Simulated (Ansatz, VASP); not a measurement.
# One calculation of SnSe, two programs

File INCAR:

```
ALGO = Normal
EDIFF = 1E-6
ENCUT = 520
GGA = PE
ISIF = 2
ISMEAR = 0
IVDW = 12
LASPH = True
LCHARG = False
LREAL = False
LWAVE = False
NBANDS = 17
NELM = 100
PREC = Accurate
SIGMA = 0.05
```

KPOINTS

```
k-points
0
Gamma
  10 10 10
```

Contents of POSCAR:

```
SnSe
1.0
    0.0000000000      2.8991057745      3.0784319049
    2.8991057745      0.0000000000      3.0784319049
    2.8991057745      2.8991057745      0.0000000000
Sn Se
1 1
Direct
    0.0000000000      0.0000000000      0.0000000000
    0.5000000000      0.5000000000      0.5000000000
```

Input for Ansatz:

```yaml
crystal:
  lattice:
    - [0.0, 2.8991057745, 3.0784319049]
    - [2.8991057745, 0.0, 3.0784319049]
    - [2.8991057745, 2.8991057745, 0.0]
  atoms:
    - { symbol: Sn, position: [0.0, 0.0, 0.0] }
    - { symbol: Se, position: [0.5, 0.5, 0.5] }
basis:
  ecutwfc: 420
kpoints:
  mp_grid: { grid: [10, 10, 10] }
hamiltonian:
  xc: pbe
  dispersion: d3bj
scf:
  occupations: { method: gaussian, width: 0.05 }
output:
  forces: true
  stress: true
  eigenvalues: true
```

Change from the starting cell: strain -0.030 along x and y, +0.030 along z, atoms carried along.

Alike in both runs: task single point; functional PBE; dispersion D3(BJ); k mesh 10 × 10 × 10; occupations gaussian, width 0.05 eV; no spin polarisation.

|  | VASP | Ansatz |
| --- | --- | --- |
| version | VASP 6.6.1 | Ansatz 0.2.0 |
| potentials or method | VASP PAW PBE potentials, release 64 (Sn_d, Se), cutoff 520 eV | scalar-relativistic, plane waves, PAW |
| valence electrons in the cell | 20 | 30 |

```csv
,VASP,Ansatz,Ansatz less VASP
gap on the k mesh at the Fermi level (eV),0.23,0.23,+0.002
least direct gap on the mesh (eV),0.35,0.35,0.000
pressure (GPa),2.3,2.3,+0.01
"traceless stress, the component that is largest in VASP (GPa)",-5.57,-5.55,+0.018
```

VASP's potentials hold 20 valence electrons a cell and Ansatz's 30, so a difference there can come from the potentials and not from the codes.
